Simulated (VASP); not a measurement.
# SrTa2O2 (P4/mbm) in VASP: a series of runs

Runs on SrTa2O2. Level: PBE. Tasks: single point.

Everything below comes from runs of VASP 6.6.1. Logs are shortened: lines on timing, memory, paths and dates and some standing lists are left out, and cuts for length are marked.

### Step 1. The cell of the first run

The structure is tetragonal, space group P4/mbm (No. 127). The conventional cell has a = 6.979 Å, b = 6.979 Å, c = 3.474 Å, α = 90.00°, β = 90.00°, γ = 90.00°. Within 3.7 Å of Sr (site symmetry 4/m) lie 4 Ta at 2.78 Å and 8 O at 3.11 Å and 2 Sr at 3.47 Å. Ta (site symmetry m2m) has 1 Ta at 2.37 Å and 6 O at 2.67 to 2.72 Å and 2 Sr at 2.78 Å within 3.1 Å. O (site symmetry m2m) has 6 Ta at 2.67 to 2.72 Å and 4 Sr at 3.11 Å and 3 O at 3.45 to 3.47 Å within 3.5 Å.

The cell was generated, and may not be a known phase.

### Step 2. Single point, PBE

INCAR reads:

```
PREC = Accurate
ENCUT = 520
EDIFF = 1E-6
ISMEAR = 0
SIGMA = 0.1
LREAL = F
LASPH = T
NELM = 80
ALGO = Normal
ISIF = 2
LWAVE = F
LCHARG = F
GGA = PE
NBANDS = 55
```

KPOINTS reads:

```
regular mesh
0
Gamma
  4 4 6
```

POSCAR reads:

```
SrTa2O2
1.0
    6.9788265900      0.0000000000      0.0000000000
    0.0000000000      6.9788265900      0.0000000000
    0.0000000000      0.0000000000      3.4738766900
Sr Ta O
2 4 4
Direct
    0.0000000000      0.0000000000      0.0000000000
    0.5000000000      0.5000000000      0.0000000000
    0.1201405000      0.6201405000      0.0000000000
    0.8798595000      0.3798595000      0.0000000000
    0.6201405000      0.8798595000      0.0000000000
    0.3798595000      0.1201405000      0.0000000000
    0.6746062000      0.1746062000      0.5000000000
    0.3253938000      0.8253938000      0.5000000000
    0.1746062000      0.3253938000      0.5000000000
    0.8253938000      0.6746062000      0.5000000000
```

Potentials or basis: VASP PAW PBE potentials, release 64 (Sr_sv, Ta_pv, O).

On the command line:

```bash
cat potpaw_PBE.64/Sr_sv/POTCAR potpaw_PBE.64/Ta_pv/POTCAR potpaw_PBE.64/O/POTCAR > POTCAR
mpirun -np 1 vasp_std > vasp.out
```

OUTCAR:

```text
PREC = Accurate
   ENCUT = 520
   EDIFF = 1E-6
   ISMEAR = 0
   LREAL = F
   LASPH = T
   NELM = 80
   ISIF = 2
   GGA = PE

 ion  position               nearest neighbor table
   1  0.000  0.000  0.000-   3 2.78   4 2.78   5 2.78   6 2.78   7 3.11   8 3.11   9 3.11  10 3.11
                             7 3.11   8 3.11   9 3.11  10 3.11   2 4.93   2 4.93   2 4.93   2 4.93
   2  0.500  0.500  0.000-   3 2.78   4 2.78   5 2.78   6 2.78   7 3.11   8 3.11   9 3.11  10 3.11
                             7 3.11   8 3.11   9 3.11  10 3.11   1 4.93   1 4.93   1 4.93   1 4.93
   3  0.120  0.620  0.000-   4 2.37   8 2.67   8 2.67  10 2.72   9 2.72   9 2.72  10 2.72   2 2.78
                             1 2.78
   4  0.880  0.380  0.000-   3 2.37   7 2.67   7 2.67  10 2.72   9 2.72   9 2.72  10 2.72   2 2.78
                             1 2.78
   5  0.620  0.880  0.000-   6 2.37  10 2.67  10 2.67   7 2.72   7 2.72   8 2.72   8 2.72   2 2.78
                             1 2.78
   6  0.380  0.120  0.000-   5 2.37   9 2.67   9 2.67   7 2.72   7 2.72   8 2.72   8 2.72   2 2.78
                             1 2.78
   7  0.675  0.175  0.500-   4 2.67   4 2.67   6 2.72   5 2.72   5 2.72   6 2.72   2 3.11   2 3.11
                             1 3.11   1 3.11
   8  0.325  0.825  0.500-   3 2.67   3 2.67   6 2.72   5 2.72   5 2.72   6 2.72   2 3.11   2 3.11
                             1 3.11   1 3.11
   9  0.175  0.325  0.500-   6 2.67   6 2.67   3 2.72   3 2.72   4 2.72   4 2.72   2 3.11   2 3.11
                             1 3.11   1 3.11
  10  0.825  0.675  0.500-   5 2.67   5 2.67   3 2.72   3 2.72   4 2.72   4 2.72   2 3.11   2 3.11
                             1 3.11   1 3.11

  LATTYP: Found a simple tetragonal cell.
 ALAT       =     6.9788265900
 C/A-ratio  =     0.4977737511

  Lattice vectors:

 A1 = (   6.9788265900,   0.0000000000,   0.0000000000)
 A2 = (   0.0000000000,   6.9788265900,   0.0000000000)
 A3 = (   0.0000000000,   0.0000000000,   3.4738766900)

Analysis of symmetry for initial positions (statically):
=====================================================================
 Subroutine PRICEL returns:
 Original cell was already a primitive cell.

 Routine SETGRP: Setting up the symmetry group for a
 simple tetragonal supercell.

 Subroutine GETGRP returns: Found 16 space group operations
 (whereof  8 operations were pure point group operations)
 out of a pool of 16 trial point group operations.

The static configuration has the point symmetry C_4h.
 The point group associated with its full space group is D_4h.

Analysis of symmetry for dynamics (positions and initial velocities):
=====================================================================
 Subroutine PRICEL returns:
 Original cell was already a primitive cell.

 Routine SETGRP: Setting up the symmetry group for a
 simple tetragonal supercell.

 Subroutine GETGRP returns: Found 16 space group operations
 (whereof  8 operations were pure point group operations)
 out of a pool of 16 trial point group operations.

The dynamic configuration has the point symmetry C_4h.
 The point group associated with its full space group is D_4h.

 Subroutine INISYM returns: Found 16 space group operations
 (whereof  8 operations are pure point group operations),
 and found     1 'primitive' translations

----------------------------------------------------------------------------------------

                                     Primitive cell

  volume of cell :     169.1918

  direct lattice vectors                    reciprocal lattice vectors
     6.978826590  0.000000000  0.000000000     0.143290564  0.000000000  0.000000000
     0.000000000  6.978826590  0.000000000     0.000000000  0.143290564  0.000000000
     0.000000000  0.000000000  3.473876690     0.000000000  0.000000000  0.287862837

  length of vectors
     6.978826590  6.978826590  3.473876690     0.143290564  0.143290564  0.287862837

  position of ions in fractional coordinates (direct lattice)
     0.000000000  0.000000000  0.000000000
     0.500000000  0.500000000  0.000000000
     0.120140500  0.620140500  0.000000000
     0.879859500  0.379859500  0.000000000
     0.620140500  0.879859500  0.000000000
     0.379859500  0.120140500  0.000000000
     0.674606200  0.174606200  0.500000000
     0.325393800  0.825393800  0.500000000
     0.174606200  0.325393800  0.500000000
     0.825393800  0.674606200  0.500000000

  ion indices of the primitive-cell ions
   primitive index   ion index
                 1           1
                 2           2
                 3           3
                 4           4
                 5           5
                 6           6
                 7           7
                 8           8
                 9           9
                10          10

----------------------------------------------------------------------------------------

 KPOINTS: regular mesh

Automatic generation of k-mesh.
 Grid dimensions read from file:
 generate k-points for:    4    4    6

 Generating k-lattice:

  Cartesian coordinates                     Fractional coordinates (reciprocal lattice)
     0.035822641  0.000000000  0.000000000     0.250000000  0.000000000  0.000000000
     0.000000000  0.035822641  0.000000000     0.000000000  0.250000000  0.000000000
     0.000000000  0.000000000  0.047977140     0.000000000  0.000000000  0.166666667

  Length of vectors
     0.035822641  0.035822641  0.047977140

  Shift w.r.t. Gamma in fractional coordinates (k-lattice)
     0.000000000  0.000000000  0.000000000

 Subroutine IBZKPT returns following result:
 ===========================================

 Found     24 irreducible k-points:

 Following reciprocal coordinates:
            Coordinates               Weight
  0.000000  0.000000  0.000000      1.000000
  0.250000  0.000000  0.000000      4.000000
  0.500000  0.000000  0.000000      2.000000
  0.250000  0.250000  0.000000      4.000000
  0.500000  0.250000  0.000000      4.000000
  0.500000  0.500000  0.000000      1.000000
[... 16 lines left out ...]
  0.500000  0.250000  0.500000      4.000000
  0.500000  0.500000  0.500000      1.000000
   k-points           NKPTS =     24   k-points in BZ     NKDIM =     24   number of bands    NBANDS=     55
   number of dos      NEDOS =    301   number of ions     NIONS =     10
   total plane-waves  NPLWV =  81648
   dimension x,y,z NGX =    54 NGY =   54 NGZ =   28
   dimension x,y,z NGXF=   108 NGYF=  108 NGZF=   56
   ions per type =               2   4   4
   NGX,Y,Z   is equivalent  to a cutoff of  12.86, 12.86, 13.40 a.u.
   NGXF,Y,Z  is equivalent  to a cutoff of  25.73, 25.73, 26.80 a.u.
 SYSTEM =  unknown system
   PREC   = accura    normal or accurate (medium, high low for compatibility)
   ISTART =      0    job   : 0-new  1-cont  2-samecut
   ICHARG =      2    charge: 1-file 2-atom 10-const
   ISPIN  =      1    spin polarized calculation?
   LNONCOLLINEAR =      F non collinear calculations
   LSORBIT =      F    spin-orbit coupling
   LASPH  =      T    aspherical Exc in radial PAW
   ENCUT  =  520.0 eV  38.22 Ry    6.18 a.u.  12.98 12.98  6.46*2*pi/ulx,y,z
   NELM   =     80;   NELMIN=  2; NELMDL= -5     # of ELM steps
   EDIFF  = 0.1E-05   stopping-criterion for ELM
   LREAL  =      F    real-space projection
   EDIFFG = 0.1E-04   stopping-criterion for IOM
   NSW    =      0    number of steps for IOM
   IBRION =     -1    ionic relax: 0-MD 1-quasi-New 2-CG
   NFREE  =      0    steps in history (QN), initial steepest desc. (CG)
   ISIF   =      2    stress and relaxation
   ISYM   =      2    0-nonsym 1-usesym 2-fastsym
   POTIM  = 0.5000    time-step for ionic-motion
   TEBEG  =    0.0;   TEEND  =   0.0 temperature during run
   PSTRESS=    0.0 pullay stress
   NELECT =      88.0000    total number of electrons
   NUPDOWN=      -1.0000    fix difference up-down
   EMIN   =  10.00;   EMAX   =-10.00  energy-range for DOS
   EFERMI =   0.00;   METHOD = LEGACY
   ISMEAR =     0;   SIGMA  =   0.10  broadening in eV -4-tet -1-fermi 0-gaus
   EFERMI_NEDOS =   21; number of points for ismear=-14 and -15
   IALGO  =     38    algorithm
   IMIX   =      4    mixing-type and parameters
     AMIX     =   0.40;   BMIX     =  1.00
     AMIX_MAG =   1.60;   BMIX_MAG =  1.00
  volume/ion in A,a.u.               =      16.92       114.18
  Fermi-wavevector in a.u.,A,eV,Ry     =   1.316566  2.487949 23.583606  1.733346
  Thomas-Fermi vector in A             =   2.446669
   LORBIT       =      0    0 simple, 1 ext, 2 COOP (PROOUT), +10 PAW based schemes
   GGA     = PE    functional components
   LHFCALC =     F    Hartree Fock is set to
   AEXX    =    0.0000 exact exchange contribution
   IVDW    =     0    specifies the selected vdW correction
   LEPSILON=     F    determine dielectric tensor
   LRPA    =     F    only Hartree local field effects (RPA)
 non-spin polarized calculation
 Gauss-broadening in eV      SIGMA  =   0.10
  energy-cutoff  :      520.00
  volume of cell :      169.19
 maximum number of plane-waves:      4576
 NGX is ok and might be reduce to    54
   NGX = 25   NGY = 25   NGZ = 13

 number of electron      88.0000014 magnetization

 Free energy of the ion-electron system (eV)
  ---------------------------------------------------
  ext. energy  EPLUGINS =         0.00000000
  ---------------------------------------------------
  free energy    TOTEN  =       -62.88356022 eV

  energy without entropy =      -62.84546412  energy(sigma->0) =      -62.86451217

 E-fermi :   4.8793     XC(G=0): -11.0288

 val. band max:        4.8653719584   @ k =   0.2500   0.0000   0.3333
 cond. band min:       4.9061171737   @ k =   0.2500   0.2500   0.3333
 fundamental gap:      0.0407452153
 Fermi energy:         4.8792521901

 k-point     1 :       0.0000    0.0000    0.0000
  band No.  band energies     occupation
      1     -30.8718      2.00000
      2     -30.8313      2.00000
      3     -30.5193      2.00000
      4     -30.3240      2.00000
      5     -30.0950      2.00000
      6     -30.0950      2.00000
[... 47 lines left out ...]
     54       6.6299      0.00000
     55       6.7078      0.00000

 k-point     2 :       0.2500    0.0000    0.0000
  band No.  band energies     occupation
      1     -30.8593      2.00000
      2     -30.8325      2.00000
      3     -30.5140      2.00000
      4     -30.3865      2.00000
      5     -30.0711      2.00000
      6     -30.0710      2.00000
[... 47 lines left out ...]
     54       6.4931      0.00000
     55       6.6532      0.00000

 k-point     3 :       0.5000    0.0000    0.0000
  band No.  band energies     occupation
      1     -30.8401      2.00000
      2     -30.8401      2.00000
      3     -30.4732      2.00000
      4     -30.4732      2.00000
      5     -30.0691      2.00000
      6     -30.0691      2.00000
[... 1152 lines left out ...]
 k-point    23 :       0.5000    0.2500    0.5000
  band No.  band energies     occupation
      1     -30.7751      2.00000
      2     -30.7751      2.00000
      3     -30.4749      2.00000
      4     -30.4749      2.00000
      5     -30.1919      2.00000
      6     -30.1919      2.00000
[... 47 lines left out ...]
     54       7.2220      0.00000
     55       8.3590      0.00000

 k-point    24 :       0.5000    0.5000    0.5000
  band No.  band energies     occupation
      1     -30.7642      2.00000
      2     -30.7642      2.00000
      3     -30.4958      2.00000
      4     -30.4958      2.00000
      5     -30.1919      2.00000
      6     -30.1919      2.00000
[... 47 lines left out ...]
     54       7.8726      0.00000
     55       7.8756      0.00000

------------------------ aborting loop because EDIFF is reached ----------------------------------------

  FORCE on cell =-STRESS in cart. coord.  units (eV):
  Direction    XX          YY          ZZ          XY          YZ          ZX
  --------------------------------------------------------------------------------------
  -------------------------------------------------------------------------------------
  Total        8.1637951      8.1637951    -18.3786522      0.0000000      0.0000000     -0.0000000
  in kB       77.3078267     77.3078267   -174.0383789      0.0000000      0.0000000     -0.0000000
  external PRESSURE =      -6.4742418 kB  Pullay stress =       0.0000000 kB

 VOLUME and BASIS-vectors are now :
 -----------------------------------------------------------------------------
  energy-cutoff  :      520.00
  volume of cell :      169.19
      direct lattice vectors                 reciprocal lattice vectors
     6.978826590  0.000000000  0.000000000     0.143290564  0.000000000  0.000000000
     0.000000000  6.978826590  0.000000000     0.000000000  0.143290564  0.000000000
     0.000000000  0.000000000  3.473876690     0.000000000  0.000000000  0.287862837

 POSITION                                       TOTAL-FORCE (eV/Angst)
 -----------------------------------------------------------------------------------
      0.00000      0.00000      0.00000         0.000000      0.000000      0.000000
      3.48941      3.48941      0.00000         0.000000      0.000000      0.000000
      0.83844      4.32785      0.00000         0.466957      0.466957      0.000000
      6.14039      2.65097      0.00000        -0.466957     -0.466957      0.000000
      4.32785      6.14039      0.00000         0.466957     -0.466957      0.000000
      2.65097      0.83844      0.00000        -0.466957      0.466957     -0.000000
      4.70796      1.21855      1.73694         0.002667      0.002667      0.000000
      2.27087      5.76028      1.73694        -0.002667     -0.002667      0.000000
      1.21855      2.27087      1.73694         0.002667     -0.002667     -0.000000
      5.76028      4.70796      1.73694        -0.002667      0.002667      0.000000
 -----------------------------------------------------------------------------------
    total drift:                               -0.000000      0.000000      0.000000

  FREE ENERGIE OF THE ION-ELECTRON SYSTEM (eV)
  ---------------------------------------------------
  free  energy   TOTEN  =       -62.8835602178 eV

  energy  without entropy=      -62.8454641192  energy(sigma->0) =      -62.86451217
```

It took 3.4 min on 1 thread of Intel Xeon Platinum 8488C (Sapphire Rapids), shared host; peak memory 0.37 GiB.

Results:

```
Free energy            : -62.8836 eV
Pressure               : -0.6 GPa
Largest force          : 0.660 eV/Å
Band gap on the k mesh : zero (bands 44 and 45 overlap by 0.38 eV)
```

Forces in eV/Å, atoms in the order of the input:
```
Sr   0.000  0.000  0.000
Sr   0.000  0.000  0.000
Ta   0.467  0.467  0.000
Ta  -0.467 -0.467  0.000
Ta   0.467 -0.467  0.000
Ta  -0.467  0.467  0.000
O    0.003  0.003  0.000
O   -0.003 -0.003  0.000
O    0.003 -0.003  0.000
O   -0.003  0.003  0.000
```

Stress tensor (GPa, compression positive):
```
  7.73   0.00   0.00
  0.00   7.73   0.00
  0.00   0.00 -17.40
```

Caveat: the stress differs along the axes, from -17 to 8 GPa; spin-orbit coupling is left out, which moves the levels of the heavy elements.

### Step 3. Single point, PBE

This run uses another cell than the first one, of 24.33 Å³/atom.

INCAR reads:

```
PREC = Accurate ; ENCUT = 520
EDIFF = 1E-6 ; ISMEAR = 0
SIGMA = 0.1 ; LREAL = F
LASPH = T ; NELM = 100
ALGO = Normal ; ISIF = 2
LWAVE = F ; LCHARG = F
GGA = PE ; NBANDS = 55
```

KPOINTS is that of step 2.

POSCAR reads:

```
SrTa2O2
1.0
    8.3162562044      0.0000000000      0.0000000000
    0.0000000000      8.3162562044      0.0000000000
    0.0000000000      0.0000000000      3.5184179844
Sr Ta O
2 4 4
Direct
    0.0000000000      0.0000000000      0.0000000000
    0.5000000000      0.5000000000      0.0000000000
    0.1127796962      0.6127796962      0.0000000000
    0.8872203038      0.3872203038      0.0000000000
    0.6127796962      0.8872203038      0.0000000000
    0.3872203038      0.1127796962      0.0000000000
    0.8191724514      0.3191724514      0.5000000000
    0.1808275486      0.6808275486      0.5000000000
    0.3191724514      0.1808275486      0.5000000000
    0.6808275486      0.8191724514      0.5000000000
```

Potentials or basis: VASP PAW PBE potentials, release 64 (Sr_sv, Ta_pv, O).

On the command line:

```bash
cat potpaw_PBE.64/Sr_sv/POTCAR potpaw_PBE.64/Ta_pv/POTCAR potpaw_PBE.64/O/POTCAR > POTCAR
mpirun -np 1 vasp_std > vasp.out
```

It took 5 min on 1 thread of Intel Xeon Platinum 8488C (Sapphire Rapids), shared host; peak memory 0.49 GiB.

Results (log left out):

* Free energy: -77.3087 eV
* Pressure: 0.5 GPa
* Largest force: 0.068 eV/Å
* Band gap on the k mesh: zero (bands 44 and 45 overlap by 0.38 eV)

Forces on the atoms (eV/Å):
```
Sr   0.000  0.000  0.000
Sr   0.000  0.000  0.000
Ta  -0.032 -0.032  0.000
Ta   0.032  0.032  0.000
Ta  -0.032  0.032  0.000
Ta   0.032 -0.032  0.000
O   -0.048 -0.048  0.000
O    0.048  0.048  0.000
O   -0.048  0.048  0.000
O    0.048 -0.048  0.000
```

Stress tensor (GPa, compression positive):
```
0.19 0.00 0.00
0.00 0.19 0.00
0.00 0.00 1.00
```

Levels at points of the mesh, in eV from the Fermi level:
```csv
k point,band 40,band 41,band 42,band 43,band 44,band 45,band 46,band 47,band 48,band 49
"(0.00, 0.00, 0.00)",-0.78,-0.69,-0.69,-0.10,0.01,0.01,0.28,1.05,1.05,1.28
"(0.50, 0.00, 0.00)",-1.04,-0.66,-0.66,-0.45,-0.45,0.26,0.26,1.11,1.11,1.58
"(0.50, 0.50, 0.00)",-1.53,-0.70,-0.70,-0.26,-0.26,0.23,0.23,1.18,1.18,1.21
"(0.00, 0.00, 0.50)",-0.58,-0.54,-0.35,-0.35,-0.06,0.27,0.66,0.66,0.75,1.02
"(0.50, 0.00, 0.50)",-0.79,-0.66,-0.66,-0.14,-0.14,0.05,0.05,1.15,1.15,1.42
"(0.50, 0.50, 0.50)",-0.80,-0.76,-0.76,-0.56,-0.56,0.21,0.21,1.11,1.11,1.31
```

Caveat: spin-orbit coupling is left out, which moves the levels of the heavy elements.

The gap in the log of VASP goes by the Fermi energy; the results here count the filled bands.